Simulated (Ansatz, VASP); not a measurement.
**EuO in VASP and in Ansatz**

The input INCAR:

```
  PREC = Accurate
  ENCUT = 600
  EDIFF = 1E-6
  ISMEAR = 0
  SIGMA = 0.05
  LREAL = False
  LASPH = True
  NELM = 200
  ALGO = Normal
  ISIF = 2
  LWAVE = False
  LCHARG = False
  ISPIN = 2
  MAGMOM = 7.41 -0.08
  LORBIT = 11
  LMAXMIX = 6
  LDAU = True
  LDAUTYPE = 1
  LDAUL = 3 -1
  LDAUU = 6 0
  LDAUJ = 0.7 0
  LDAUPRINT = 1
  GGA = CA
  NBANDS = 22
  GGA_COMPAT = False
```

File KPOINTS:

```
Automatic mesh
0
Gamma
  6 6 6
```

File POSCAR:

```
EuO
1.0
    0.0000000000      2.5719519700      2.5719519700
    2.5719519700      0.0000000000      2.5719519700
    2.5719519700      2.5719519700      0.0000000000
Eu O
1 1
Direct
    0.5000000000      0.5000000000      0.5000000000
    0.0000000000      0.0000000000      0.0000000000
```

Input for Ansatz:

```yaml
crystal:
  lattice:
    - [0.0, 2.57195197, 2.57195197]
    - [2.57195197, 0.0, 2.57195197]
    - [2.57195197, 2.57195197, 0.0]
  atoms:
    - { symbol: Eu, position: [0.5, 0.5, 0.5], spin: 5.0 }
    - { symbol: O, position: [0.0, 0.0, 0.0] }
basis:
  ecutwfc: 420
  ecutrho_ratio: 4
kpoints:
  mp_grid: { grid: [6, 6, 6] }
hamiltonian:
  xc: lda
  hubbard:
    sites:
      - { site: 0, l: f, u: 6.0, j: 0.7, starting_ns: [{ spin: up, occupation_matrix: s0up }, { spin: down, occupation_matrix: s0down }] }
    occupation_matrices:
      s0up:
        matrix:
          - [0.97, 0.0, 0.0, 0.0, 0.0, 0.0, 0.0]
          - [0.0, 0.97, 0.0, 0.0, 0.0, 0.0, 0.0]
          - [0.0, 0.0, 0.97, 0.0, 0.0, 0.0, 0.0]
          - [0.0, 0.0, 0.0, 0.97, 0.0, 0.0, 0.0]
          - [0.0, 0.0, 0.0, 0.0, 0.02, 0.0, 0.0]
          - [0.0, 0.0, 0.0, 0.0, 0.0, 0.97, 0.0]
          - [0.0, 0.0, 0.0, 0.0, 0.0, 0.0, 0.97]
      s0down:
        matrix:
          - [0.02, 0.0, 0.0, 0.0, 0.0, 0.0, 0.0]
          - [0.0, 0.02, 0.0, 0.0, 0.0, 0.0, 0.0]
          - [0.0, 0.0, 0.02, 0.0, 0.0, 0.0, 0.0]
          - [0.0, 0.0, 0.0, 0.97, 0.0, 0.0, 0.0]
          - [0.0, 0.0, 0.0, 0.0, 0.02, 0.0, 0.0]
          - [0.0, 0.0, 0.0, 0.0, 0.0, 0.02, 0.0]
          - [0.0, 0.0, 0.0, 0.0, 0.0, 0.0, 0.02]
    ns_hold: { iters: 12 }
scf:
  occupations: { method: gaussian, width: 0.05 }
  lower_state_search: "off"
  max_iter: 150
output:
  forces: true
  stress: true
  eigenvalues: true
  populations: true
  hubbard: { sites: [{ site: 0, l: f }] }
magnetization:
  spin_polarized: true
```

Alike in both runs: task single point; functional LDA; k mesh 6 × 6 × 6; occupations gaussian, width 0.05 eV; collinear spin; Hubbard terms Eu f U = 6.0 eV, J = 0.7 eV.

|  | VASP | Ansatz |
| --- | --- | --- |
| version | VASP 6.6.1 | Ansatz 0.2.0 |
| potentials or method | VASP PAW PBE potentials, release 64 (Eu, O), cutoff 600 eV | scalar-relativistic, plane waves, PAW |
| valence electrons in the cell | 23 | 23 |

|  | VASP | Ansatz | Ansatz less VASP |
| --- | --- | --- | --- |
| gap on the k mesh at the Fermi level (eV) | none | none | - |
| pressure (GPa) | -7.8 | -7.4 | +0.40 |
| net moment per atom (μB) | 3.50 | 3.50 | 0.000 |
| size of the moment on the site where the two differ most (μB) | 0.08 | 0.08 | -0.009 |

VASP's potentials were made for PBE, not for LDA. LDA's correlation is that of Perdew and Zunger in VASP and of Perdew and Wang (1992) in Ansatz. Site moments also hang on the region over which each program counts them. The programs project onto different local orbitals, so the same U acts differently, and such runs can settle in different states. A gap of «none» marks a metal or a gap that the smearing closes. Ansatz's warnings: filled band counts differ across k points, specified occupation not kept, symmetry narrowed by occupation matrices.

Spin-orbit coupling is off throughout.
